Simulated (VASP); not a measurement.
Input of a VASP 6.6.1 run:

The input INCAR:

```
  PREC = Accurate
  ENCUT = 600
  EDIFF = 1E-6
  ISMEAR = 0
  SIGMA = 0.2
  LREAL = False
  LASPH = True
  NELM = 120
  ALGO = Normal
  ISIF = 2
  LWAVE = False
  LCHARG = False
  GGA = PE
  NBANDS = 26
  GGA_COMPAT = False
```

File KPOINTS:

```
Automatic mesh
0
Gamma
  5 5 5
```

Contents of POSCAR:

```
WF3
1.0
    4.0704398177      0.0000000000      0.0000000000
    0.0000000000      4.0704398177      0.0000000000
    0.0000000000      0.0000000000      4.0704398177
W F
1 3
Direct
    0.0000000000      0.0000000000      0.0000000000
    0.5000000000      0.0000000000      0.0000000000
    0.0000000000      0.5000000000      0.0000000000
    0.0000000000      0.0000000000      0.5000000000
```

Potentials or basis: VASP PAW PBE potentials, release 64 (W_sv, F).

Launch:

```sh
$ cat potpaw_PBE.64/W_sv/POTCAR potpaw_PBE.64/F/POTCAR > POTCAR
$ mpirun -np 1 vasp_std > vasp.out
```

(1) Estimate the band gap on the k mesh.

(2) What does it give for the pressure?

## Answers

(1) zero (an odd number of electrons rules out a gap without spin polarisation).

(2) 1.1 GPa.

Caveat: spin-orbit coupling is left out, which moves the levels of the heavy elements; an odd number of electrons without spin polarisation forces a metal; a magnetic or distorted state may lie lower.
